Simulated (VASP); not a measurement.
# CuSi16 (a cell with a defect) in VASP: notebook, part 2 of 2

VASP 6.6.1.

### Step 4. Single point, r2SCAN+D3(BJ)

Input file POSCAR:

```
CuSi16
1.0
    0.0000000000      5.4300000000      5.4300000000
    5.4300000000      0.0000000000      5.4300000000
    5.4300000000      5.4300000000      0.0000000000
Si Cu
16 1
Direct
    0.0032522099     -0.0106733886      0.0038674954
    0.1272546041      0.1139709945      0.1272649171
   -0.0060372007      0.0060679558      0.5000377532
    0.1271670350      0.1138259669      0.6318386740
    0.0054162983      0.4885037753      0.0050616022
    0.1278155617      0.6157973297      0.1283245856
    0.0052656538      0.4883597606      0.5012883057
    0.1219962247      0.6194750460      0.6292888582
    0.5000837017      0.0060032228     -0.0062616022
    0.6311955801      0.1141257827      0.1273438306
    0.4999587477      0.0060364641      0.5001561694
    0.6143941989      0.1567325046      0.6144516575
    0.5007663904      0.4886582873      0.0052000921
    0.6296017495      0.6197218232      0.1210450276
    0.4911670350      0.5278255985      0.4902782689
    0.6293970534      0.6195974217      0.6294758748
    0.7382925414      0.7881461326      0.7362588398
```

Input file INCAR.step1:

```
SYSTEM = CuSi16
PREC = Accurate ; ENCUT = 520
ISMEAR = 0 ; SIGMA = 0.02
LREAL = Auto ; LASPH = .True.
NELM = 100 ; NELECT = 74.0
NBANDS = 52 ; GGA = PE
ALGO = Normal ; EDIFF = 1E-4
LWAVE = .True. ; LCHARG = .False.
```

Input file INCAR.step2:

```
SYSTEM = CuSi16
PREC = Accurate ; ENCUT = 520
EDIFF = 1E-6 ; ISMEAR = 0
SIGMA = 0.02 ; LREAL = Auto
LASPH = .True. ; NELM = 100
ALGO = Normal ; ISIF = 2
LWAVE = .False. ; LCHARG = .True.
METAGGA = R2SCAN ; LMIXTAU = .True.
IVDW = 12 ; VDW_S6 = 1.0
VDW_S8 = 0.78981345 ; VDW_A1 = 0.49484001
VDW_A2 = 5.73083694 ; LELF = .True.
LVHAR = .True. ; NELECT = 74.0
NBANDS = 52 ; ISTART = 1
```

Input file KPOINTS:

```
regular mesh
0
Gamma
  2 2 2
  0 0 0
```

Potentials or basis: VASP PAW PBE potentials, release 64 (Si, Cu).

Run with:

```sh
> cat potpaw_PBE.64/Si/POTCAR potpaw_PBE.64/Cu/POTCAR > POTCAR
> cp INCAR.step1 INCAR
> mpirun -np 1 vasp_std > vasp.out
> cp INCAR.step2 INCAR
> mpirun -np 1 vasp_std > vasp.out
```

OUTCAR:

```text
SYSTEM = CuSi16
   PREC = Accurate
   ENCUT = 520
   EDIFF = 1E-6
   ISMEAR = 0
   LREAL = Auto
   LASPH = .True.
   NELM = 100
   ISIF = 2
   METAGGA = R2SCAN
   IVDW = 12
   NELECT = 74.0
   ISTART = 1
 IVDW          = 12

 ion  position               nearest neighbor table
   1  0.003  0.989  0.004-   4 2.33   2 2.33  10 2.33   6 2.34
   2  0.127  0.114  0.127-   1 2.33   3 2.34   9 2.34   5 2.35
   3  0.994  0.006  0.500-   4 2.34   2 2.34  12 2.39   8 2.42  17 2.58
   4  0.127  0.114  0.632-   1 2.33   3 2.34  11 2.34   7 2.35
   5  0.005  0.489  0.005-   6 2.34   2 2.35   8 2.36  14 2.36  17 2.92
   6  0.128  0.616  0.128-  13 2.34   5 2.34   7 2.34   1 2.34
   7  0.005  0.488  0.501-   6 2.34   4 2.35   8 2.36  16 2.36  17 2.91
   8  0.122  0.619  0.629-  15 2.32   5 2.36   7 2.36  17 2.42   3 2.42
   9  0.500  0.006  0.994-   2 2.34  10 2.34  12 2.38  14 2.42  17 2.59
  10  0.631  0.114  0.127-   1 2.33  11 2.34   9 2.34  13 2.35
  11  0.500  0.006  0.500-   4 2.34  10 2.34  12 2.38  16 2.42  17 2.58
  12  0.614  0.157  0.614-  17 2.31  15 2.33   9 2.38  11 2.38   3 2.39
  13  0.501  0.489  0.005-   6 2.34  10 2.35  16 2.36  14 2.36  17 2.93
  14  0.630  0.620  0.121-  15 2.32  13 2.36   5 2.36   9 2.42  17 2.43
  15  0.491  0.528  0.490-   8 2.32  16 2.32  14 2.32  12 2.33
  16  0.629  0.620  0.629-  15 2.32  13 2.36   7 2.36  11 2.42  17 2.42
  17  0.738  0.788  0.736-  12 2.31   8 2.42  16 2.42  14 2.43   3 2.58  11 2.58   9 2.59   7 2.91
                             5 2.92  13 2.93

  LATTYP: Found a face centered cubic cell.
 ALAT       =    10.8600000000

  Lattice vectors:

 A1 = (   0.0000000000,   5.4300000000,   5.4300000000)
 A2 = (   5.4300000000,   0.0000000000,   5.4300000000)
 A3 = (   5.4300000000,   5.4300000000,   0.0000000000)

Analysis of symmetry for initial positions (statically):
=====================================================================
 Subroutine PRICEL returns:
 Original cell was already a primitive cell.

 Routine SETGRP: Setting up the symmetry group for a
 face centered cubic supercell.

 Subroutine GETGRP returns: Found  1 space group operations
 (whereof  1 operations were pure point group operations)
 out of a pool of 48 trial point group operations.

The static configuration has the point symmetry C_1 .

Analysis of symmetry for dynamics (positions and initial velocities):
=====================================================================
 Subroutine PRICEL returns:
 Original cell was already a primitive cell.

 Routine SETGRP: Setting up the symmetry group for a
 face centered cubic supercell.

 Subroutine GETGRP returns: Found  1 space group operations
 (whereof  1 operations were pure point group operations)
 out of a pool of 48 trial point group operations.

The dynamic configuration has the point symmetry C_1 .

 Subroutine INISYM returns: Found  1 space group operations
 (whereof  1 operations are pure point group operations),
 and found     1 'primitive' translations

----------------------------------------------------------------------------------------

                                     Primitive cell
[... 79 lines left out ...]
  0.500000  0.000000  0.000000      1.000000
  0.000000  0.500000  0.000000      1.000000
  0.000000  0.000000  0.500000      1.000000
  0.500000  0.500000  0.500000      1.000000
  0.500000  0.500000  0.000000      1.000000
  0.000000  0.500000  0.500000      1.000000
  0.500000  0.000000  0.500000      1.000000
   k-points           NKPTS =      8   k-points in BZ     NKDIM =      8   number of bands    NBANDS=     52
   number of dos      NEDOS =    301   number of ions     NIONS =     17
   total plane-waves  NPLWV = 216000
   dimension x,y,z NGX =    60 NGY =   60 NGZ =   60
   dimension x,y,z NGXF=   120 NGYF=  120 NGZF=  120
   ions per type =              16   1
   NGX,Y,Z   is equivalent  to a cutoff of  12.99, 12.99, 12.99 a.u.
   NGXF,Y,Z  is equivalent  to a cutoff of  25.98, 25.98, 25.98 a.u.
 SYSTEM =  CuSi16
   PREC   = accura    normal or accurate (medium, high low for compatibility)
   ISTART =      1    job   : 0-new  1-cont  2-samecut
   ICHARG =      0    charge: 1-file 2-atom 10-const
   ISPIN  =      1    spin polarized calculation?
   LNONCOLLINEAR =      F non collinear calculations
   LSORBIT =      F    spin-orbit coupling
   LASPH  =      T    aspherical Exc in radial PAW
   ENCUT  =  520.0 eV  38.22 Ry    6.18 a.u.  14.28 14.28 14.28*2*pi/ulx,y,z
   NELM   =    100;   NELMIN=  2; NELMDL=  0     # of ELM steps
   EDIFF  = 0.1E-05   stopping-criterion for ELM
   LREAL  =      T    real-space projection
   EDIFFG = 0.1E-04   stopping-criterion for IOM
   NSW    =      0    number of steps for IOM
   IBRION =     -1    ionic relax: 0-MD 1-quasi-New 2-CG
   NFREE  =      0    steps in history (QN), initial steepest desc. (CG)
   ISIF   =      2    stress and relaxation
   ISYM   =      2    0-nonsym 1-usesym 2-fastsym
   POTIM  = 0.5000    time-step for ionic-motion
   TEBEG  =    0.0;   TEEND  =   0.0 temperature during run
   PSTRESS=    0.0 pullay stress
   NELECT =      74.0000    total number of electrons
   NUPDOWN=      -1.0000    fix difference up-down
   EMIN   =  10.00;   EMAX   =-10.00  energy-range for DOS
   EFERMI =   0.00;   METHOD = LEGACY
   ISMEAR =     0;   SIGMA  =   0.02  broadening in eV -4-tet -1-fermi 0-gaus
   EFERMI_NEDOS =   21; number of points for ismear=-14 and -15
   IALGO  =     38    algorithm
   IMIX   =      4    mixing-type and parameters
     AMIX     =   0.40;   BMIX     =  1.00
     AMIX_MAG =   1.60;   BMIX_MAG =  1.00
  volume/ion in A,a.u.               =      18.84       127.11
  Fermi-wavevector in a.u.,A,eV,Ry     =   1.004636  1.898488 13.732283  1.009294
  Thomas-Fermi vector in A             =   2.137265
   LORBIT       =      0    0 simple, 1 ext, 2 COOP (PROOUT), +10 PAW based schemes
   METAGGA = R2SCAN    functional components
   LHFCALC =     F    Hartree Fock is set to
   AEXX    =    0.0000 exact exchange contribution
   IVDW    =    12    specifies the selected vdW correction
   LEPSILON=     F    determine dielectric tensor
   LRPA    =     F    only Hartree local field effects (RPA)
 non-spin polarized calculation
 Gauss-broadening in eV      SIGMA  =   0.02
  energy-cutoff  :      520.00
  volume of cell :      320.21
 maximum number of plane-waves:      8646
 NGX is ok and might be reduce to    60
   NGX = 29   NGY = 29   NGZ = 29

 number of electron      73.9999995 magnetization

 Free energy of the ion-electron system (eV)
  ---------------------------------------------------
  ext. energy  EPLUGINS =         0.00000000
  ---------------------------------------------------
  free energy    TOTEN  =      -154.92679257 eV

  energy without entropy =     -154.92679257  energy(sigma->0) =     -154.92679257

 E-fermi :   6.2109     XC(G=0): -10.0845

 val. band max:        6.1107285840   @ k =   0.0000   0.0000   0.0000
 cond. band min:       6.4636978914   @ k =   0.0000   0.0000   0.0000
 fundamental gap:      0.3529693074
 Fermi energy:         6.2108679414

 k-point     1 :       0.0000    0.0000    0.0000
  band No.  band energies     occupation
      1      -6.5619      2.00000
      2      -4.1024      2.00000
      3      -4.0396      2.00000
      4      -4.0228      2.00000
      5      -4.0222      2.00000
      6      -2.4978      2.00000
[... 405 lines left out ...]
     48      10.7398      0.00000
     49      10.7513      0.00000
 [bands above 49 left out]

------------------------ aborting loop because EDIFF is reached ----------------------------------------

 Edisp (eV)   -2.66315

 E8    (eV) :    -0.8489

  FORCE on cell =-STRESS in cart. coord.  units (eV):
  Direction    XX          YY          ZZ          XY          YZ          ZX
  --------------------------------------------------------------------------------------
  -------------------------------------------------------------------------------------
  Total      -7.56029    -7.54497    -7.53066    -0.23529    -0.21517     0.22630
  in kB     -37.82855   -37.75186   -37.68026    -1.17727    -1.07661     1.13230
  external pressure =      -37.75 kB  Pullay stress =        0.00 kB

 VOLUME and BASIS-vectors are now :
 -----------------------------------------------------------------------------
  energy-cutoff  :      520.00
  volume of cell :      320.21
      direct lattice vectors                 reciprocal lattice vectors
     0.000000000  5.430000000  5.430000000    -0.092081031  0.092081031  0.092081031
     5.430000000  0.000000000  5.430000000     0.092081031 -0.092081031  0.092081031
     5.430000000  5.430000000  0.000000000     0.092081031  0.092081031 -0.092081031

 POSITION                                       TOTAL-FORCE (eV/Angst)
 -----------------------------------------------------------------------------------
      5.39304      0.03866      5.38970         0.006336     -0.006168      0.006539
      1.30991      1.38204      1.30986        -0.007171      0.014532     -0.006134
      2.74815      8.11242      5.43017         0.006756     -0.006055      0.009636
      4.04896      4.12140      1.30859        -0.015267      0.005959     -0.005276
      2.68006      0.05689      2.68199        -0.004849      0.005638     -0.008121
      4.04058      1.39084      4.03782         0.001537     -0.002775      0.004792
[... 9 lines left out ...]
      6.78247      6.83568      6.78204        -0.000219     -0.018104     -0.001036
      8.27752      8.00681      8.28856        -0.007863      0.010670     -0.015590
 -----------------------------------------------------------------------------------
    total drift:                                0.003501     -0.004512     -0.000159

  FREE ENERGIE OF THE ION-ELECTRON SYSTEM (eV)
  ---------------------------------------------------
  free  energy   TOTEN  =      -157.5899472498 eV

  energy  without entropy=     -157.5899472498  energy(sigma->0) =     -157.58994725
```

It took 16 min on 1 thread of AMD EPYC 9R45 (Zen 5), shared host; peak memory 0.55 GiB.

What came out:

```yaml
Free_energy: -157.5899 eV
Largest_force: 0.020 eV/Å
Dispersion_energy_per_atom: -0.157 eV
```

Forces on the atoms (eV/Å):
```
Si   0.006 -0.006  0.007
Si  -0.007  0.015 -0.006
Si   0.007 -0.006  0.010
Si  -0.015  0.006 -0.005
Si  -0.005  0.006 -0.008
Si   0.002 -0.003  0.005
Si  -0.006  0.004 -0.005
Si  -0.001  0.002  0.019
Si   0.013 -0.007  0.006
Si  -0.008  0.008 -0.015
Si   0.007 -0.011  0.006
Si   0.009 -0.011  0.013
Si  -0.007  0.009 -0.007
Si   0.016  0.000  0.000
Si  -0.002  0.002 -0.002
Si   0.000 -0.018 -0.001
Cu  -0.008  0.011 -0.016
```

Caveat: the k points lie up to 0.50 Å⁻¹ apart; the cell carries a net charge on a neutralising background, which shifts energy and pressure; the cell is charged against a uniform background, so pressure and absolute levels hang on convention; the PAW data sets were made with another functional, which shifts forces and pressure a little.
